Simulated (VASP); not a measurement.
# C (P-1) in VASP: notebook

The runs below take C through single point, with PBEsol.

Everything below comes from runs of VASP 6.6.1. Logs are shortened: lines on timing, memory, paths and dates and some standing lists are left out, and cuts for length are marked.

### Step 1. The cell of the first run

The typed cell holds 2 atoms: a = 4.038 Å, b = 3.737 Å, c = 2.428 Å, α = 79.86°, β = 63.27°, γ = 36.32°.

### Step 2. Single point, PBEsol (atoms moved at random and the cell strained at random)

Input file INCAR:

```
SYSTEM = C
PREC = Accurate
ENCUT = 520
EDIFF = 1E-6
ISMEAR = 0
SIGMA = 0.02
LREAL = .False.
LASPH = .True.
NELM = 100
ALGO = Normal
ISIF = 2
LWAVE = .False.
LCHARG = .False.
GGA = PS
NBANDS = 11
```

Input file KPOINTS:

```
Automatic mesh
0
Gamma
  14 14 14
  0 0 0
```

Input file POSCAR:

```
C
1.0
    0.0520317600      2.0691837600      3.4669735200
    1.3053529200     -0.0243299200      3.5015149600
    1.2414099600      2.0866368800      0.0079964800
C
2
Direct
    0.1870714338      0.8082481600      0.1001801788
    0.8129285662      0.1917518400      0.8998198212
```

Potentials or basis: VASP PAW PBE potentials, release 64 (C).

Started as:

```sh
$ cat potpaw_PBE.64/C/POTCAR > POTCAR
$ mpirun -np 1 vasp_std > vasp.out
```

OUTCAR:

```text
SYSTEM = C
   PREC = Accurate
   ENCUT = 520
   EDIFF = 1E-6
   ISMEAR = 0
   LREAL = .False.
   LASPH = .True.
   NELM = 100
   ISIF = 2
   GGA = PS

 ion  position               nearest neighbor table
   1  0.187  0.808  0.100-   2 1.22   2 1.36   2 1.72
   2  0.813  0.192  0.900-   1 1.22   1 1.36   1 1.72

  Warning from LATTYP: Got some problem with cell dimensions!
  Tried to take original basis but could not verify dimensions!
  LATTYP: Found a triclinic cell.
 ALAT       =     2.4280066107
 B/A-ratio  =     1.7216805729
 C/A-ratio  =     2.0693614623
 COS(alpha) =     0.0043334833
 COS(beta)  =     0.3744663295
 COS(gamma) =     0.8579047026

  Lattice vectors:

 A1 = (  -1.2414099600,  -2.0866368800,  -0.0079964800)
 A2 = (   0.0119112000,  -4.1801505600,   0.0265449600)
 A3 = (  -3.6841093200,  -0.0105763200,   3.4164391200)

Analysis of symmetry for initial positions (statically):
=====================================================================
 Subroutine PRICEL returns:
 Original cell was already a primitive cell.

 Routine SETGRP: Setting up the symmetry group for a
 triclinic supercell.

 Subroutine GETGRP returns: Found  2 space group operations
 (whereof  2 operations were pure point group operations)
 out of a pool of  2 trial point group operations.

The static configuration has the point symmetry S_2 .

Analysis of symmetry for dynamics (positions and initial velocities):
=====================================================================
 Subroutine PRICEL returns:
 Original cell was already a primitive cell.

 Routine SETGRP: Setting up the symmetry group for a
 triclinic supercell.

 Subroutine GETGRP returns: Found  2 space group operations
 (whereof  2 operations were pure point group operations)
 out of a pool of  2 trial point group operations.

The dynamic configuration has the point symmetry S_2 .

 Subroutine INISYM returns: Found  2 space group operations
 (whereof  2 operations are pure point group operations),
 and found     1 'primitive' translations

----------------------------------------------------------------------------------------

                                     Primitive cell

  volume of cell :      18.1406

  direct lattice vectors                    reciprocal lattice vectors
     0.052031760  2.069183760  3.466973520    -0.402774469  0.239042195  0.151813919
     1.305352920 -0.024329920  3.501514960     0.397878490 -0.237230907  0.135614541
     1.241409960  2.086636880  0.007996480     0.404044782  0.239431195 -0.148962863

  length of vectors
     4.037837803  3.736996816  2.428006611     0.492357502  0.482677013  0.492716366

  position of ions in fractional coordinates (direct lattice)
     0.187071434  0.808248160  0.100180179
     0.812928566  0.191751840  0.899819821

  ion indices of the primitive-cell ions
   primitive index   ion index
                 1           1
                 2           2

----------------------------------------------------------------------------------------

 KPOINTS: Automatic mesh

Automatic generation of k-mesh.
 Grid dimensions read from file:
 generate k-points for:   14   14   14

 Generating k-lattice:

  Cartesian coordinates                     Fractional coordinates (reciprocal lattice)
    -0.028769605  0.017074443  0.010843851     0.071428571  0.000000000  0.000000000
     0.028419892 -0.016945065  0.009686753     0.000000000  0.071428571  0.000000000
     0.028860342  0.017102228 -0.010640205     0.000000000 -0.000000000  0.071428571

  Length of vectors
     0.035168393  0.034476930  0.035194026

  Shift w.r.t. Gamma in fractional coordinates (k-lattice)
     0.000000000  0.000000000  0.000000000

 Subroutine IBZKPT returns following result:
 ===========================================

 Found   1376 irreducible k-points:

 Following reciprocal coordinates:
            Coordinates               Weight
  0.000000  0.000000  0.000000      1.000000
  0.071429  0.000000 -0.000000      2.000000
  0.142857 -0.000000 -0.000000      2.000000
  0.214286 -0.000000 -0.000000      2.000000
  0.285714 -0.000000  0.000000      2.000000
  0.357143  0.000000 -0.000000      2.000000
[... 16 lines left out ...]
  0.000000  0.142857  0.000000      2.000000
  0.071429  0.142857  0.000000      2.000000
 [... further k-points ...]
   k-points           NKPTS =   1376   k-points in BZ     NKDIM =   1376   number of bands    NBANDS=     11
   number of dos      NEDOS =    301   number of ions     NIONS =      2
   total plane-waves  NPLWV =  15120
   dimension x,y,z NGX =    30 NGY =   28 NGZ =   18
   dimension x,y,z NGXF=    60 NGYF=   56 NGZF=   36
   ions per type =               2
   NGX,Y,Z   is equivalent  to a cutoff of  12.35, 12.46, 12.32 a.u.
   NGXF,Y,Z  is equivalent  to a cutoff of  24.70, 24.91, 24.65 a.u.
 SYSTEM =  C
   PREC   = accura    normal or accurate (medium, high low for compatibility)
   ISTART =      0    job   : 0-new  1-cont  2-samecut
   ICHARG =      2    charge: 1-file 2-atom 10-const
   ISPIN  =      1    spin polarized calculation?
   LNONCOLLINEAR =      F non collinear calculations
   LSORBIT =      F    spin-orbit coupling
   LASPH  =      T    aspherical Exc in radial PAW
   ENCUT  =  520.0 eV  38.22 Ry    6.18 a.u.   7.51  6.95  4.51*2*pi/ulx,y,z
   NELM   =    100;   NELMIN=  2; NELMDL= -5     # of ELM steps
   EDIFF  = 0.1E-05   stopping-criterion for ELM
   LREAL  =      F    real-space projection
   EDIFFG = 0.1E-04   stopping-criterion for IOM
   NSW    =      0    number of steps for IOM
   IBRION =     -1    ionic relax: 0-MD 1-quasi-New 2-CG
   NFREE  =      0    steps in history (QN), initial steepest desc. (CG)
   ISIF   =      2    stress and relaxation
   ISYM   =      2    0-nonsym 1-usesym 2-fastsym
   POTIM  = 0.5000    time-step for ionic-motion
   TEBEG  =    0.0;   TEEND  =   0.0 temperature during run
   PSTRESS=    0.0 pullay stress
   NELECT =       8.0000    total number of electrons
   NUPDOWN=      -1.0000    fix difference up-down
   EMIN   =  10.00;   EMAX   =-10.00  energy-range for DOS
   EFERMI =   0.00;   METHOD = LEGACY
   ISMEAR =     0;   SIGMA  =   0.02  broadening in eV -4-tet -1-fermi 0-gaus
   EFERMI_NEDOS =   21; number of points for ismear=-14 and -15
   IALGO  =     38    algorithm
   IMIX   =      4    mixing-type and parameters
     AMIX     =   0.40;   BMIX     =  1.00
     AMIX_MAG =   1.60;   BMIX_MAG =  1.00
  volume/ion in A,a.u.               =       9.07        61.21
  Fermi-wavevector in a.u.,A,eV,Ry     =   1.246103  2.354794 21.126760  1.552773
  Thomas-Fermi vector in A             =   2.380296
   LORBIT       =      0    0 simple, 1 ext, 2 COOP (PROOUT), +10 PAW based schemes
   GGA     = PS    functional components
   LHFCALC =     F    Hartree Fock is set to
   AEXX    =    0.0000 exact exchange contribution
   IVDW    =     0    specifies the selected vdW correction
   LEPSILON=     F    determine dielectric tensor
   LRPA    =     F    only Hartree local field effects (RPA)
 non-spin polarized calculation
 Gauss-broadening in eV      SIGMA  =   0.02
  energy-cutoff  :      520.00
  volume of cell :       18.14
 maximum number of plane-waves:       501
   NGX = 15   NGY = 13   NGZ =  9

 number of electron       8.0000000 magnetization

 Free energy of the ion-electron system (eV)
  ---------------------------------------------------
  ext. energy  EPLUGINS =         0.00000000
  ---------------------------------------------------
  free energy    TOTEN  =       -17.33997926 eV

  energy without entropy =      -17.33994791  energy(sigma->0) =      -17.33996359

 E-fermi :   4.6949     XC(G=0): -10.2752

 val. band max:        4.6839592855   @ k =  -0.1429   0.2857   0.5000
 cond. band min:       4.6977636854   @ k =   0.2857  -0.2143   0.4286
 fundamental gap:      0.0138044000
 Fermi energy:         4.6949361357

 k-point     1 :       0.0000    0.0000    0.0000
  band No.  band energies     occupation
      1     -15.5092      2.00000
      2      -2.8086      2.00000
      3      -2.7478      2.00000
      4       6.3250      0.00000
      5       7.1011      0.00000
      6       8.2505      0.00000
      7      16.4901      0.00000
      8      16.5455      0.00000
      9      19.8115      0.00000
     10      25.8213      0.00000
     11      27.1595      0.00000

 k-point     2 :       0.0714    0.0000   -0.0000
  band No.  band energies     occupation
      1     -15.3923      2.00000
      2      -2.9938      2.00000
      3      -2.6923      2.00000
      4       5.6194      0.00000
      5       7.4604      0.00000
      6       8.4807      0.00000
      7      15.9577      0.00000
      8      16.9598      0.00000
      9      19.8699      0.00000
     10      26.3685      0.00000
     11      26.7001      0.00000

 k-point     3 :       0.1429   -0.0000   -0.0000
  band No.  band energies     occupation
      1     -15.0435      2.00000
      2      -3.6667      2.00000
      3      -2.3558      2.00000
      4       4.3182      2.00000
      5       7.9740      0.00000
      6       9.1036      0.00000
      7      14.4184      0.00000
      8      18.0559      0.00000
      9      20.2405      0.00000
     10      25.5715      0.00000
     11      27.7878      0.00000
[... 267 lines left out ...]
 k-point    23 :       0.0000    0.1429    0.0000
  band No.  band energies     occupation
      1     -15.0481      2.00000
      2      -3.6668      2.00000
      3      -2.3183      2.00000
      4       4.3144      2.00000
      5       7.9524      0.00000
      6       9.0369      0.00000
      7      14.4528      0.00000
      8      18.0276      0.00000
      9      20.2456      0.00000
     10      25.6826      0.00000
     11      27.8405      0.00000

 k-point    24 :       0.0714    0.1429    0.0000
  band No.  band energies     occupation
      1     -15.3742      2.00000
      2      -2.9905      2.00000
      3      -2.8549      2.00000
      4       5.6292      0.00000
      5       7.4804      0.00000
      6       8.8095      0.00000
      7      15.9879      0.00000
      8      16.9311      0.00000
      9      19.8918      0.00000
     10      26.1318      0.00000
     11      26.7244      0.00000

 [... further k-points ...]

------------------------ aborting loop because EDIFF is reached ----------------------------------------

  FORCE on cell =-STRESS in cart. coord.  units (eV):
  Direction    XX          YY          ZZ          XY          YZ          ZX
  --------------------------------------------------------------------------------------
  -------------------------------------------------------------------------------------
  Total        1.0678666     10.5256677     -0.0151735     -2.1874674     -0.4210852     -0.1205584
  in kB       94.3137693    929.6248923     -1.3401233   -193.1966884    -37.1901630    -10.6476947
  external PRESSURE =     340.8661794 kB  Pullay stress =       0.0000000 kB

 VOLUME and BASIS-vectors are now :
 -----------------------------------------------------------------------------
  energy-cutoff  :      520.00
  volume of cell :       18.14
      direct lattice vectors                 reciprocal lattice vectors
     0.052031760  2.069183760  3.466973520    -0.402774469  0.239042195  0.151813919
     1.305352920 -0.024329920  3.501514960     0.397878490 -0.237230907  0.135614541
     1.241409960  2.086636880  0.007996480     0.404044782  0.239431195 -0.148962863

 POSITION                                       TOTAL-FORCE (eV/Angst)
 -----------------------------------------------------------------------------------
      1.18915      0.57646      3.47947         4.265768      9.863025      0.240480
      1.40965      3.55503      3.49702        -4.265768     -9.863025     -0.240480
 -----------------------------------------------------------------------------------
    total drift:                               -0.000000     -0.000000      0.000000

  FREE ENERGIE OF THE ION-ELECTRON SYSTEM (eV)
  ---------------------------------------------------
  free  energy   TOTEN  =       -17.3399792617 eV

  energy  without entropy=      -17.3399479089  energy(sigma->0) =      -17.33996359
```

Run time: 8.2 min. Hardware: 1 thread of Intel Xeon 8259CL, shared host; peak memory 0.32 GiB.

What came out:

* Free energy: -17.3400 eV
* Pressure: 34.1 GPa
* Largest force: 10.749 eV/Å
* Band gap on the k mesh: zero (bands 4 and 5 overlap by 3.01 eV)

Forces on the atoms (eV/Å):
```
C    4.266  9.863  0.240
C   -4.266 -9.863 -0.240
```

Stress tensor (GPa, compression positive):
```
  9.43 -19.32  -1.06
-19.32  92.96  -3.72
 -1.06  -3.72  -0.13
```

Levels at points of the mesh, in eV from the Fermi level:
| k point | band 1 | band 2 | band 3 | band 4 | band 5 | band 6 | band 7 | band 8 |
| --- | --- | --- | --- | --- | --- | --- | --- | --- |
| (0.00, 0.00, 0.00) | -20.20 | -7.50 | -7.44 | 1.63 | 2.41 | 3.56 | 11.80 | 11.85 |
| (0.50, 0.00, 0.00) | -15.37 | -14.35 | -4.64 | -2.81 | 0.25 | 4.38 | 12.45 | 12.57 |
| (0.00, 0.50, 0.00) | -15.39 | -14.38 | -4.65 | -2.66 | 0.61 | 4.37 | 11.46 | 12.03 |
| (0.50, 0.50, 0.00) | -19.98 | -9.08 | -7.44 | 1.75 | 2.36 | 8.79 | 11.62 | 11.84 |
| (0.00, 0.00, 0.50) | -15.58 | -12.01 | -9.07 | -4.69 | 4.38 | 6.82 | 11.30 | 13.27 |
| (0.50, 0.00, 0.50) | -15.27 | -14.21 | -5.51 | -0.61 | -0.25 | 4.87 | 10.20 | 11.07 |
| (0.00, 0.50, 0.50) | -15.16 | -14.06 | -5.53 | -1.90 | -1.26 | 4.69 | 13.37 | 16.06 |
| (0.50, 0.50, 0.50) | -15.60 | -12.03 | -9.08 | -4.55 | 4.41 | 6.75 | 11.83 | 12.71 |

Caveat: the cell differs from its parent crystal (atoms moved at random and the cell strained at random); the cell stands under pressure; this functional lacks dispersion, which binds the layers, so the pressure and a relaxed spacing across them are unreliable; the PAW data sets were made with another functional, which shifts forces and pressure a little.

### Step 3. Single point, PBEsol (atoms moved at random and the cell strained at random)

Input file INCAR:

```
PREC = Accurate ; ENCUT = 520
EDIFF = 1E-6 ; ISMEAR = 0
SIGMA = 0.02 ; LREAL = False
LASPH = True ; NELM = 60
ALGO = Normal ; ISIF = 2
LWAVE = False ; LCHARG = False
GGA = PS ; NBANDS = 11
```

Input file KPOINTS:

```
regular mesh
0
Gamma
  14 14 14
```

Input file POSCAR:

```
C
1.0
    0.0132004200      2.0229036000      3.2379075600
    1.2091830800     -0.0388095200      3.2674051600
    1.1775203000      2.0510540800     -0.0130424000
C
2
Direct
    0.1499429462      0.8230468985      0.1989400722
    0.8500570538      0.1769531015      0.8010599278
```

Potentials or basis: VASP PAW PBE potentials, release 64 (C).

Started as:

```sh
$ cat potpaw_PBE.64/C/POTCAR > POTCAR
$ mpirun -np 1 vasp_std > vasp.out
```

It took 6.3 min on 1 thread of Intel Xeon 8259CL, shared host; peak memory 0.3 GiB.

The run converged. Its results:

| Quantity | Value |
| --- | --- |
| Free energy | -18.5894 eV |
| Pressure | 38.0 GPa |
| Largest force | 6.544 eV/Å |

Forces on the atoms (eV/Å):
```
C   -4.171 -4.307  2.624
C    4.171  4.307 -2.624
```

Stress tensor (GPa, compression positive):
```
72.88 16.65  7.56
16.65 43.74  7.63
 7.56  7.63 -2.64
```

Caveat: the cell differs from its parent crystal (atoms moved at random and the cell strained at random); the cell stands under pressure; this functional lacks dispersion, which binds the layers, so the pressure and a relaxed spacing across them are unreliable; the PAW data sets were made with another functional, which shifts forces and pressure a little.
